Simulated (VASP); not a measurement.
Write the native input for VASP 6.6.1 that does the following.

```
Task                   : relaxation of cell and atoms
Functional             : PBE
Potentials or basis    : VASP PAW PBE potentials, release 64 (Li_sv, Tm_3), 4f in core
Cutoff                 : 750 eV
k mesh                 : 12 × 12 × 14
Occupations            : gaussian, width 0.1 eV
Spin                   : no spin polarisation
Dipole correction      : no
Further INCAR settings : ALGO = Normal; EDIFF = 1e-07; IBRION = 2; EDIFFG = -0.01; NSW = 100; ISIF = 3
```

The structure of Li3Tm lies in POSCAR:

```
Li3Tm
1.0
    5.8568607404      0.0000000000      0.0000000000
   -2.9284303702      5.0721901876      0.0000000000
    0.0000000000      0.0000000000      3.1285743636
Li Tm
3 1
Direct
    0.5000000000      0.0000000000      0.5000000000
    0.0000000000      0.5000000000      0.5000000000
    0.5000000000      0.5000000000      0.5000000000
    0.0000000000      0.0000000000      0.0000000000
```

The cell was generated, and may not be a known phase.

These files were run (other wordings do the same):

INCAR

```
SYSTEM = Li3Tm
ALGO     = Normal         ! electronic algorithm
EDIFF    = 1E-7           ! SCF threshold, eV
EDIFFG   = -0.01          ! ionic threshold
ENCUT    = 750            ! plane-wave cutoff, eV
GGA      = PE             ! functional
GGA_COMPAT= .False.      
IBRION   = 2              ! ionic algorithm
ISIF     = 3              ! what is computed and relaxed
ISMEAR   = 0              ! smearing method
LASPH    = .True.         ! aspherical terms in the spheres
LCHARG   = .False.        ! write CHGCAR
LMAXMIX  = 6              ! l up to which the mixer works
LREAL    = .False.        ! projectors in reciprocal space
LWAVE    = .False.        ! write WAVECAR
NELM     = 200            ! most SCF steps
NELMIN   = 4            
NSW      = 100            ! ionic steps
PREC     = Accurate       ! precision mode
SIGMA    = 0.1            ! smearing width, eV
```

KPOINTS

```
k-points
0
Gamma
  12 12 14
  0 0 0
```

Potentials or basis: VASP PAW PBE potentials, release 64 (Li_sv, Tm_3), 4f in core.

The run is started by

```sh
$ cat potpaw_PBE.64/Li_sv/POTCAR potpaw_PBE.64/Tm_3/POTCAR > POTCAR
$ mpirun -np 1 vasp_std > vasp.out
```

It gave:

```json
{
 "Relaxed volume": "23.32 Å³/atom",
 "Relaxed cell": "a = 5.829 Å, b = 5.829 Å, c = 3.170 Å, α = 90.00°, β = 90.00°, γ = 120.00°",
 "Space group after relaxing (to 0.1 Å)": "P6/mmm (No. 191)",
 "Energy gained by relaxing": "1.0 meV/atom",
 "Ionic steps": "5",
 "Pressure after relaxing": "0.0 GPa",
 "Band gap on the k mesh": "zero (bands 9 and 10 overlap by 0.40 eV)"
}
```

Caveat: spin-orbit coupling is left out, which moves the levels of the heavy elements; the 4f electrons are frozen in the core, so they carry no moment and show no levels.

Run time: 20 min on 1 thread of Intel(R) Xeon(R) Platinum 8259CL CPU @ 2.50GHz (Skylake/Cascade Lake), with other jobs on the host, peak memory 0.52 GiB.
